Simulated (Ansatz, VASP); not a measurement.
## One calculation of AlO2, two programs

```xyz
48
Lattice="9.4400 0.0000 0.0000 0.0000 5.6800 0.0000 0.0000 0.0000 8.8400" Properties=species:S:1:pos:R:3 pbc="T T T"
Al    1.3782    0.7100    4.2078
Al    1.3782    0.7100    8.6278
Al    1.3782    3.5500    4.2078
Al    1.3782    3.5500    8.6278
Al    8.0618    2.1300    0.2122
Al    8.0618    2.1300    4.6322
Al    8.0618    4.9700    0.2122
Al    8.0618    4.9700    4.6322
Al    3.3418    2.1300    1.9978
Al    3.3418    2.1300    6.4178
Al    3.3418    4.9700    1.9978
Al    3.3418    4.9700    6.4178
Al    6.0982    0.7100    2.4222
Al    6.0982    0.7100    6.8422
Al    6.0982    3.5500    2.4222
Al    6.0982    3.5500    6.8422
O     7.5614    0.7100    1.2685
O     7.5614    0.7100    5.6885
O     7.5614    3.5500    1.2685
O     7.5614    3.5500    5.6885
O     1.8786    2.1300    3.1515
O     1.8786    2.1300    7.5715
O     1.8786    4.9700    3.1515
O     1.8786    4.9700    7.5715
O     6.5986    2.1300    3.4785
O     6.5986    2.1300    7.8985
O     6.5986    4.9700    3.4785
O     6.5986    4.9700    7.8985
O     2.8414    0.7100    0.9415
O     2.8414    0.7100    5.3615
O     2.8414    3.5500    0.9415
O     2.8414    3.5500    5.3615
O     8.9114    0.7100    3.5448
O     8.9114    0.7100    7.9648
O     8.9114    3.5500    3.5448
O     8.9114    3.5500    7.9648
O     0.5286    2.1300    0.8752
O     0.5286    2.1300    5.2952
O     0.5286    4.9700    0.8752
O     0.5286    4.9700    5.2952
O     5.2486    2.1300    1.3348
O     5.2486    2.1300    5.7548
O     5.2486    4.9700    1.3348
O     5.2486    4.9700    5.7548
O     4.1914    0.7100    3.0852
O     4.1914    0.7100    7.5052
O     4.1914    3.5500    3.0852
O     4.1914    3.5500    7.5052
```

Alike in both runs: task single point; functional PBE; k mesh 1 × 2 × 2; occupations gaussian, width 0.05 eV; no spin polarisation.

```csv
,VASP,Ansatz
version,VASP 6.6.1,Ansatz 0.2.0
potentials or method,"VASP PAW PBE potentials, release 64 (Al, O), cutoff 520 eV","scalar-relativistic, plane waves, PAW"
valence electrons in the cell,240,240
```

```tsv
	VASP	Ansatz	Ansatz less VASP
gap on the k mesh at the Fermi level (eV)	none	none	-
rms of the force components (eV/Å)	0.563	0.563	-0.0002
```

Atom by atom the forces differ by 0.003 eV/Å (rms over components). A gap of «none» marks a metal or a gap that the smearing closes.

The k mesh is coarse, so the values compare programs but aren't converged.
